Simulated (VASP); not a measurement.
**Ni3Pt2: single point with PBE**

Crystal: Ni3Pt2.

```xyz
10
Lattice="2.6094 0.0000 0.0000 -1.3047 2.2598 0.0000 0.0000 0.0000 21.1464" Properties=species:S:1:pos:R:3 pbc="T T T"
Ni    0.0000    1.5065   20.0891
Ni    0.0000    1.5065    7.4012
Ni    0.0000    1.5065   11.6305
Ni    1.3047    0.7533    1.0573
Ni    1.3047    0.7533    9.5159
Ni    1.3047    0.7533   13.7451
Pt    0.0000    1.5065    3.1720
Pt    0.0000    1.5065   15.8598
Pt    1.3047    0.7533    5.2866
Pt    1.3047    0.7533   17.9744
```

* Program: VASP 6.6.1
* Task: single point
* Functional: PBE
* Potentials or basis: VASP PAW PBE potentials, release 64 (Ni, Pt)
* Cutoff: 520 eV
* k mesh: 6 × 6 × 1
* Occupations: gaussian, width 0.1 eV
* Spin: collinear spin, ferromagnetic start
* Starting moments: [2.0, 2.0, 2.0, 2.0, 2.0, 2.0, 0.0, 0.0, 0.0, 0.0] μB

- Pressure: 22.9 GPa
- Largest force: 3.698 eV/Å
- Net moment: 5.19 μB per cell
- Site moments: Ni +0.75, +0.74, +0.68 (each value once); Pt +0.24 μB
- Valence electrons inside the program's atomic spheres: Ni 9.18, 9.19, 9.10 (each value once); Pt 9.78

Forces in eV/Å, atoms in the order of the input:
```
Ni   0.000  0.000  1.180
Ni   0.000  0.000  1.237
Ni   0.000  0.000 -0.055
Ni   0.000  0.000 -1.180
Ni   0.000  0.000  0.055
Ni   0.000  0.000 -1.237
Pt   0.000  0.000 -3.698
Pt   0.000  0.000 -3.681
Pt   0.000  0.000  3.681
Pt   0.000  0.000  3.698
```

Stress tensor (GPa, compression positive):
```
22.38  0.00  0.00
 0.00 22.38  0.00
 0.00  0.00 23.98
```

Levels at points of the mesh, in eV from the Fermi level:
Spin up:
```
           k point  band 52  band 53  band 54  band 55  band 56  band 57  band 58  band 59
(0.00, 0.00, 0.00)    -0.94    -0.94    -0.81    -0.81    -0.47    -0.47    -0.45    -0.45
(0.50, 0.00, 0.00)     0.69     0.78     1.21     1.37     2.11     2.41     2.73     3.66
```
Spin down:
| k point | band 48 | band 49 | band 50 | band 51 | band 52 | band 53 |
| --- | --- | --- | --- | --- | --- | --- |
| (0.00, 0.00, 0.00) | -0.50 | -0.50 | -0.39 | -0.17 | -0.17 | -0.17 |
| (0.50, 0.00, 0.00) | 0.54 | 0.75 | 0.75 | 0.77 | 0.78 | 1.09 |

It took 5.1 min on 1 thread of Intel(R) Xeon(R) Platinum 8375C CPU @ 2.90GHz (Ice Lake), on a shared host, peak memory 0.33 GiB.

Caveat: the k points lie up to 0.46 Å⁻¹ apart; spin-orbit coupling is left out, which moves the levels of the heavy elements; forces of over 1 eV/Å act on the atoms, so gaps and moduli don't describe the material at rest.
